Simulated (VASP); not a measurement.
Pt:

```
CELL_PARAMETERS angstrom
0.00000 1.96090 1.96090
1.96090 0.00000 1.96090
1.96090 1.96090 0.00000
ATOMIC_POSITIONS crystal
Pt 0.00000 0.00000 0.00000
```

| Property | Result |
| --- | --- |
| Program | VASP 6.6.1 |
| Task | relaxation of cell and atoms |
| Functional | LDA |
| Potentials or basis | VASP PAW LDA potentials, release 64 (Pt) |
| Cutoff | 500 eV |
| k mesh | 9 × 9 × 9 |
| Occupations | fermi-dirac, width 0.05 eV |
| Spin | no spin polarisation |

At the start: pressure -5.9 GPa; volume 15.08 Å³/atom.

Task: Where does the relaxation end?

Result: Over 4 steps the energy falls by 5.7 meV/atom and the volume is 14.78 Å³/atom (-2.0 %); space group Fm-3m (No. 225, to 0.05 Å).

The path:
```csv
step,energy change (eV),largest force (eV/Å),pressure (GPa),volume (Å³)
1,0.0000,0.0000,-5.91,15.08
2,0.0517,0.0000,22.32,13.90
3,-0.0057,0.0000,-0.16,14.78
4,-0.0057,0.0000,-0.02,14.78
```

Final structure:
```xyz
1
Lattice="0.0000 1.9477 1.9477 1.9477 0.0000 1.9477 1.9477 1.9477 0.0000" Properties=species:S:1:pos:R:3 pbc="T T T"
Pt    1.9477    0.0000    1.9477
```
